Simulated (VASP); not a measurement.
Input of a VASP 6.6.1 run:

INCAR

```
PREC = Accurate ; ENCUT = 520
EDIFF = 1E-7 ; ISMEAR = -1
SIGMA = 0.05 ; LREAL = Auto
LASPH = T ; NELM = 100
ALGO = Normal ; ISIF = 2
LWAVE = F ; LCHARG = F
GGA = PS ; NBANDS = 48
```

File KPOINTS:

```
Automatic mesh
0
Gamma
  2 2 2
```

POSCAR

```
Si
1.0
    0.0000000000      5.4300000000      5.4300000000
    5.4300000000      0.0000000000      5.4300000000
    5.4300000000      5.4300000000      0.0000000000
Si
17
Direct
   -0.0145667587      0.0014418969      0.0009304788
    0.0738416206      0.1424762431      0.1418441989
   -0.0145381215      0.0014639042      0.5121909761
    0.1315994475      0.1085744015      0.6299255985
   -0.0147554328      0.5127434622      0.0010443831
    0.1314129834      0.6305035912      0.1079604972
    0.0759949355      0.4751713628      0.4744671271
    0.1313790055      0.6305357274      0.6301935543
    0.4495021179      0.0167833333      0.0167991713
    0.6134213628      0.1205073665      0.1201801105
    0.5050009208     -0.0335602210      0.5142298343
    0.6134511971      0.1204252302      0.6458165746
    0.5047461326      0.5145746777     -0.0340967772
    0.6132989871      0.6457726519      0.1203562615
    0.5047713628      0.5144923573      0.5146166667
    0.6929732965      0.6025112339      0.6021659300
    0.5211775322      0.3263812155      0.3261432781
```

Potentials or basis: VASP PAW PBE potentials, release 64 (Si).

Run with:

```sh
$ cat potpaw_PBE.64/Si/POTCAR > POTCAR
$ mpirun -np 1 vasp_std > vasp.out
```

**Question.** What does it give for the largest force?

**Answer.** 0.106 eV/Å.

**Question.** Predict the pressure.

**Answer.** 2.5 GPa.

Stress tensor (GPa, compression positive):
```
 2.46  0.49  0.49
 0.49  2.46 -0.49
 0.49 -0.49  2.47
```

Caveat: the k points lie up to 0.50 Å⁻¹ apart; the PAW data sets were made with another functional, which shifts forces and pressure a little.
